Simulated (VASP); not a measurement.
# TaSi2 (P6_222) in VASP: single point with PBEsol

Aim: the single point of TaSi2 with PBEsol.

Program: VASP 6.6.1. These are calculated values, not measurements. Logs are shortened: lines on timing, memory, paths and dates and some standing lists are left out, and cuts for length are marked.

### 1 The cell of the first run

Symmetry: P6_222, No. 180, hexagonal system. The conventional cell has a = 4.780 Å, b = 4.780 Å, c = 6.564 Å, α = 90.00°, β = 90.00°, γ = 120.00°. Within 3.4 Å of Ta (site symmetry 222) lie 10 Si at 2.59 to 2.76 Å and 4 Ta at 3.24 Å. Si (site symmetry 2) has 9 Si at 2.59 to 3.24 Å and 5 Ta at 2.59 to 2.76 Å within 3.4 Å.

### 2 Single point, PBEsol

INCAR reads:

```
SYSTEM = TaSi2
PREC     = Accurate       ! precision mode
ENCUT    = 500            ! plane-wave cutoff, eV
EDIFF    = 1E-6           ! SCF threshold, eV
ISMEAR   = -1             ! smearing method
SIGMA    = 0.1            ! smearing width, eV
LREAL    = .FALSE.        ! projectors in reciprocal space
LASPH    = .TRUE.         ! aspherical terms in the spheres
NELM     = 120            ! most SCF steps
ALGO     = Normal         ! electronic algorithm
ISIF     = 2              ! what is computed and relaxed
LWAVE    = .FALSE.        ! write WAVECAR
LCHARG   = .FALSE.        ! write CHGCAR
GGA      = PS             ! functional
NBANDS   = 38             ! bands
GGA_COMPAT= .FALSE.
```

KPOINTS reads:

```
Automatic mesh
0
G
  6 6 4
  0 0 0
```

POSCAR reads:

```
TaSi2
1.0
    4.7800000000      0.0000000000      0.0000000000
   -2.3900000000      4.1396014301      0.0000000000
    0.0000000000      0.0000000000      6.5640000000
Ta Si
3 6
Direct
    0.5000000000      0.0000000000      0.5000000000
    0.5000000000      0.5000000000      0.8333330000
    0.0000000000      0.5000000000      0.1666670000
    0.1666500000      0.3333000000      0.5000000000
    0.8333500000      0.1666500000      0.8333330000
    0.6667000000      0.8333500000      0.1666670000
    0.8333500000      0.6667000000      0.5000000000
    0.1666500000      0.8333500000      0.8333330000
    0.3333000000      0.1666500000      0.1666670000
```

Potentials or basis: VASP PAW PBE potentials, release 64 (Ta_pv, Si).

Run with:

```bash
cat potpaw_PBE.64/Ta_pv/POTCAR potpaw_PBE.64/Si/POTCAR > POTCAR
mpirun -np 1 vasp_std > vasp.out
```

OUTCAR:

```text
SYSTEM = TaSi2
   PREC = Accurate
   ENCUT = 500
   EDIFF = 1E-6
   ISMEAR = -1
   LREAL = .FALSE.
   LASPH = .TRUE.
   NELM = 120
   ISIF = 2
   GGA = PS

 ion  position               nearest neighbor table
   1  0.500  0.000  0.500-   6 2.59   9 2.59   8 2.59   5 2.59   4 2.76   7 2.76   7 2.76   4 2.76
                             4 2.76   7 2.76   2 3.24   2 3.24   3 3.24   3 3.24
   2  0.500  0.500  0.833-   4 2.59   7 2.59   6 2.59   9 2.59   8 2.76   5 2.76   8 2.76   5 2.76
                             8 2.76   5 2.76   1 3.24   1 3.24   3 3.24   3 3.24
   3  0.000  0.500  0.167-   4 2.59   7 2.59   5 2.59   8 2.59   6 2.76   9 2.76   9 2.76   6 2.76
                             6 2.76   9 2.76   1 3.24   1 3.24   2 3.24   2 3.24
   4  0.167  0.333  0.500-   5 2.59   9 2.59   3 2.59   2 2.59   7 2.76   1 2.76   1 2.76   1 2.76
                             7 2.76   7 2.76
   5  0.833  0.167  0.833-   4 2.59   6 2.59   1 2.59   3 2.59   8 2.76   2 2.76   2 2.76   2 2.76
                             8 2.76   8 2.76
   6  0.667  0.833  0.167-   7 2.59   5 2.59   1 2.59   2 2.59   9 2.76   3 2.76   3 2.76   3 2.76
                             9 2.76   9 2.76
   7  0.833  0.667  0.500-   8 2.59   6 2.59   3 2.59   2 2.59   4 2.76   1 2.76   1 2.76   1 2.76
                             4 2.76   4 2.76
   8  0.167  0.833  0.833-   7 2.59   9 2.59   1 2.59   3 2.59   5 2.76   2 2.76   2 2.76   2 2.76
                             5 2.76   5 2.76
   9  0.333  0.167  0.167-   4 2.59   8 2.59   1 2.59   2 2.59   6 2.76   3 2.76   3 2.76   3 2.76
                             6 2.76   6 2.76

  LATTYP: Found a hexagonal cell.
 ALAT       =     4.7800000000
 C/A-ratio  =     1.3732217573

  Lattice vectors:

 A1 = (   4.7800000000,   0.0000000000,   0.0000000000)
 A2 = (  -2.3900000000,   4.1396014301,   0.0000000000)
 A3 = (   0.0000000000,   0.0000000000,   6.5640000000)

Analysis of symmetry for initial positions (statically):
=====================================================================
 Subroutine PRICEL returns:
 Original cell was already a primitive cell.

 Routine SETGRP: Setting up the symmetry group for a
 hexagonal supercell.

 Subroutine GETGRP returns: Found 12 space group operations
 (whereof  4 operations were pure point group operations)
 out of a pool of 24 trial point group operations.

The static configuration has the point symmetry D_2 .
 The point group associated with its full space group is D_6 .

Analysis of symmetry for dynamics (positions and initial velocities):
=====================================================================
 Subroutine PRICEL returns:
 Original cell was already a primitive cell.

 Routine SETGRP: Setting up the symmetry group for a
[... 128 lines left out ...]
   NELECT =      57.0000    total number of electrons
   NUPDOWN=      -1.0000    fix difference up-down
   EMIN   =  10.00;   EMAX   =-10.00  energy-range for DOS
   EFERMI =   0.00;   METHOD = LEGACY
   ISMEAR =    -1;   SIGMA  =   0.10  broadening in eV -4-tet -1-fermi 0-gaus
   EFERMI_NEDOS =   21; number of points for ismear=-14 and -15
   IALGO  =     38    algorithm
   IMIX   =      4    mixing-type and parameters
     AMIX     =   0.40;   BMIX     =  1.00
     AMIX_MAG =   1.60;   BMIX_MAG =  1.00
  volume/ion in A,a.u.               =      14.43        97.39
  Fermi-wavevector in a.u.,A,eV,Ry     =   1.244079  2.350969 21.058195  1.547734
  Thomas-Fermi vector in A             =   2.378362
   LORBIT       =      0    0 simple, 1 ext, 2 COOP (PROOUT), +10 PAW based schemes
   GGA     = PS    functional components
   LHFCALC =     F    Hartree Fock is set to
   AEXX    =    0.0000 exact exchange contribution
   IVDW    =     0    specifies the selected vdW correction
   LEPSILON=     F    determine dielectric tensor
   LRPA    =     F    only Hartree local field effects (RPA)
 non-spin polarized calculation
  energy-cutoff  :      500.00
  volume of cell :      129.88
 maximum number of plane-waves:      3336
 NGX is ok and might be reduce to    36
   NGX = 17   NGY = 17   NGZ = 23

 number of electron      57.0000002 magnetization

 Free energy of the ion-electron system (eV)
  ---------------------------------------------------
  ext. energy  EPLUGINS =         0.00000000
  ---------------------------------------------------
  free energy    TOTEN  =       -77.27278130 eV

  energy without entropy =      -77.15792593  energy(sigma->0) =      -77.21535361

 E-fermi :   9.2836     XC(G=0): -12.1625

 val. band max:        9.2594979852   @ k =   0.3333   0.1667   0.5000
 cond. band min:       9.2840329260   @ k =   0.5000   0.0000   0.2500
 fundamental gap:      0.0245349408
 Fermi energy:         9.2835796896

 k-point     1 :       0.0000    0.0000    0.0000
  band No.  band energies     occupation
      1     -25.0325      2.00000
      2     -25.0324      2.00000
      3     -25.0262      2.00000
      4     -24.9282      2.00000
      5     -24.9281      2.00000
      6     -24.8658      2.00000
[... 850 lines left out ...]
     37      12.7606      0.00000
     38      12.7608      0.00000

------------------------ aborting loop because EDIFF is reached ----------------------------------------

  FORCE on cell =-STRESS in cart. coord.  units (eV):
  Direction    XX          YY          ZZ          XY          YZ          ZX
  --------------------------------------------------------------------------------------
  -------------------------------------------------------------------------------------
  Total       -1.5339700     -1.5339700      0.9226474      0.0000000     -0.0000000      0.0000000
  in kB      -18.9222362    -18.9222362     11.3812861      0.0000000     -0.0000000      0.0000000
  external PRESSURE =      -8.8210621 kB  Pullay stress =       0.0000000 kB

 VOLUME and BASIS-vectors are now :
 -----------------------------------------------------------------------------
  energy-cutoff  :      500.00
  volume of cell :      129.88
      direct lattice vectors                 reciprocal lattice vectors
     4.780000000  0.000000000  0.000000000     0.209205021  0.120784575  0.000000000
    -2.390000000  4.139601430  0.000000000     0.000000000  0.241569150  0.000000000
     0.000000000  0.000000000  6.564000000     0.000000000  0.000000000  0.152346130

 POSITION                                       TOTAL-FORCE (eV/Angst)
 -----------------------------------------------------------------------------------
      2.39000      0.00000      3.28200        -0.000000      0.000000      0.000000
      1.19500      2.06980      5.47000        -0.000000      0.000000     -0.000000
     -1.19500      2.06980      1.09400        -0.000000     -0.000000      0.000000
     -0.00000      1.37973      3.28200        -0.000000     -0.709504      0.000000
      3.58512      0.68986      5.47000         0.614449     -0.354752      0.000000
      1.19512      3.44974      1.09400         0.614449      0.354752      0.000000
      2.39000      2.75987      3.28200         0.000000      0.709504      0.000000
     -1.19512      3.44974      5.47000        -0.614449      0.354752      0.000000
      1.19488      0.68986      1.09400        -0.614449     -0.354752      0.000000
 -----------------------------------------------------------------------------------
    total drift:                                0.000000     -0.000000      0.000878

  FREE ENERGIE OF THE ION-ELECTRON SYSTEM (eV)
  ---------------------------------------------------
  free  energy   TOTEN  =       -77.2727812993 eV

  energy  without entropy=      -77.1579259301  energy(sigma->0) =      -77.21535361
```

OSZICAR:

```text
N       E                     dE             d eps       ncg     rms          rms(c)
DAV:   1     0.369229531515E+03    0.36923E+03   -0.27635E+04  1596   0.137E+03
DAV:   2    -0.598021448635E+02   -0.42903E+03   -0.41784E+03  1818   0.353E+02
DAV:   3    -0.791650295195E+02   -0.19363E+02   -0.18826E+02  2040   0.646E+01
DAV:   4    -0.795378826991E+02   -0.37285E+00   -0.37085E+00  2024   0.875E+00
DAV:   5    -0.795426109632E+02   -0.47283E-02   -0.47252E-02  1988   0.107E+00    0.326E+01
DAV:   6    -0.775779283415E+02    0.19647E+01   -0.70230E+00  2010   0.123E+01    0.150E+01
DAV:   7    -0.773005005097E+02    0.27743E+00   -0.51972E-01  2008   0.354E+00    0.429E+00
DAV:   8    -0.772738714638E+02    0.26629E-01   -0.50168E-02  2028   0.102E+00    0.453E-01
DAV:   9    -0.772729417849E+02    0.92968E-03   -0.30250E-03  2050   0.294E-01    0.247E-01
DAV:  10    -0.772727916774E+02    0.15011E-03   -0.53880E-04  1974   0.131E-01    0.670E-02
DAV:  11    -0.772727839530E+02    0.77244E-05   -0.41905E-05  2026   0.309E-02    0.171E-02
DAV:  12    -0.772727822914E+02    0.16616E-05   -0.37838E-06  1728   0.960E-03    0.365E-03
DAV:  13    -0.772727812993E+02    0.99210E-06   -0.26125E-07  1158   0.284E-03
   1 F= -.77272781E+02 E0= -.77215354E+02  d E =-.114855E+00
```

stdout:

```text
POSCAR found type information on POSCAR TaSi
 POSCAR found :  2 types and       9 ions
 scaLAPACK will be used
 -----------------------------------------------------------------------------
|                                                                             |
|                                                                             |
|     You enforced a specific xc type in the INCAR file but a different       |
|     I HOPE YOU KNOW WHAT YOU ARE DOING!                                     |
|                                                                             |
 -----------------------------------------------------------------------------

 LDA part: xc-table for (Slater+PW92), standard interpolation
 POSCAR, INCAR and KPOINTS ok, starting setup
 FFT: planning ... GRIDC
 FFT: planning ... GRID_SOFT
 FFT: planning ... GRID
 WAVECAR not read
 entering main loop
```

Wall time 2.7 min (1 thread of Intel Xeon 8259CL, shared host); peak memory 0.28 GiB.

What came out:

```yaml
Free_energy: -77.2728 eV
Pressure: -0.9 GPa
Largest_force: 0.710 eV/Å
Band_gap_on_the_k_mesh: zero (an odd number of electrons rules out a gap without spin polarisation)
```

Forces in eV/Å, atoms in the order of the input:
```
Ta   0.000  0.000  0.000
Ta   0.000  0.000  0.000
Ta   0.000  0.000  0.000
Si   0.000 -0.710  0.000
Si   0.614 -0.355  0.000
Si   0.614  0.355  0.000
Si   0.000  0.710  0.000
Si  -0.614  0.355  0.000
Si  -0.614 -0.355  0.000
```

Stress tensor (GPa, compression positive):
```
-1.89  0.00  0.00
 0.00 -1.89  0.00
 0.00  0.00  1.14
```

Levels at points of the mesh, in eV from the Fermi level:
```tsv
k point	band 25	band 26	band 27	band 28	band 29	band 30	band 31	band 32	band 33	band 34
(0.00, 0.00, 0.00)	-2.50	-2.26	-2.26	-2.22	-1.77	0.55	3.12	3.12	3.45	3.50
(0.50, 0.00, 0.00)	-2.01	-1.13	-0.78	-0.03	0.17	0.78	1.22	1.68	2.07	2.27
(0.00, 0.00, 0.50)	-2.36	-2.00	-2.00	-1.66	1.05	1.05	2.84	2.84	3.16	3.24
(0.50, 0.00, 0.50)	-2.04	-1.98	-1.69	-0.75	-0.13	1.52	1.92	2.44	2.52	2.79
```

Caveat: the PAW data sets were made with another functional, which shifts forces and pressure a little; spin-orbit coupling is left out, which moves the levels of the heavy elements.
